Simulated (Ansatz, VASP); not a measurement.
## TiAl3 in VASP and in Ansatz

```
Ti Al
1.0
     2.78045    0.00000    0.00000
     0.00000    4.66616    0.00000
     0.00000    0.00000    4.89442
Ti Al
1 3
Cartesian
  0.0000 2.3331 0.8017
  1.3902 2.3331 3.2499
  1.3902 0.0000 1.6330
  0.0000 0.0000 4.1043
```

Alike in both runs: functional r2SCAN; dispersion rVV10; k mesh 14 × 10 × 10; occupations gaussian, width 0.1 eV; no spin polarisation.

Ansatz relaxed the structure, and its values are those at the end. VASP's run is a single point on that final structure, the one shown.

|  | VASP | Ansatz |
| --- | --- | --- |
| version | VASP 6.6.1 | Ansatz 0.2.0 |
| potentials or method | VASP PAW PBE potentials, release 64 (Ti_sv, Al), cutoff 520 eV | scalar-relativistic, plane waves, PAW |
| valence electrons in the cell | 21 | 21 |

|  | VASP | Ansatz | Ansatz less VASP |
| --- | --- | --- | --- |
| gap on the k mesh at the Fermi level (eV) | none | none | - |
| pressure (GPa) | 0.0 | 0.0 | +0.02 |
| rms of the force components (eV/Å) | 0.005 | 0.001 | -0.0041 |

VASP's potentials were made for PBE, not for r2SCAN. A gap of «none» marks a metal or a gap that the smearing closes.
